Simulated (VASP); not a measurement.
Set up this calculation in VASP 6.6.1, as the native input.

| Property | Result |
| --- | --- |
| Task | single point |
| Functional | PBEsol |
| Potentials or basis | VASP PAW PBE potentials, release 64 (Zn) |
| Cutoff | 520 eV |
| k mesh | 14 × 14 × 8 |
| Occupations | fermi-dirac, width 0.1 eV |
| Spin | no spin polarisation |
| Dipole correction | no |
| Further INCAR settings | ALGO = Normal; EDIFF = 1e-06; NBANDS = 19 |

The structure of Zn lies in POSCAR:

```
Zn
1.0
    2.6371004081      0.0000000000      0.0000000000
   -1.3185502040      2.2837959457      0.0000000000
    0.0000000000      0.0000000000      4.6608266841
Zn
2
Direct
    0.3333333333      0.6666666667      0.2500000000
    0.6666666667      0.3333333333      0.7500000000
```

The input as run:

INCAR

```
SYSTEM = Zn
PREC = Accurate ; ENCUT = 520
EDIFF = 1E-6 ; ISMEAR = -1
SIGMA = 0.1 ; LREAL = .False.
LASPH = .True. ; NELM = 100
ALGO = Normal ; ISIF = 2
LWAVE = .False. ; LCHARG = .False.
GGA = PS ; NBANDS = 19
```

KPOINTS

```
regular mesh
0
Gamma
  14 14 8
  0 0 0
```

Potentials or basis: VASP PAW PBE potentials, release 64 (Zn).

Launch:

```bash
$ cat potpaw_PBE.64/Zn/POTCAR > POTCAR
$ mpirun -np 1 vasp_std > vasp.out
```

Results of the run:

The pressure is 0.5 GPa and the band gap on the k mesh is zero (band 12 reaches 4.92 eV, above the bottom of band 13 at 1.17 eV).

Caveat: the PAW data sets were made with another functional, which shifts forces and pressure a little.

Run time: 49 s on 1 thread of Intel(R) Xeon(R) Platinum 8488C (Sapphire Rapids) (shared host), peak memory 0.17 GiB.
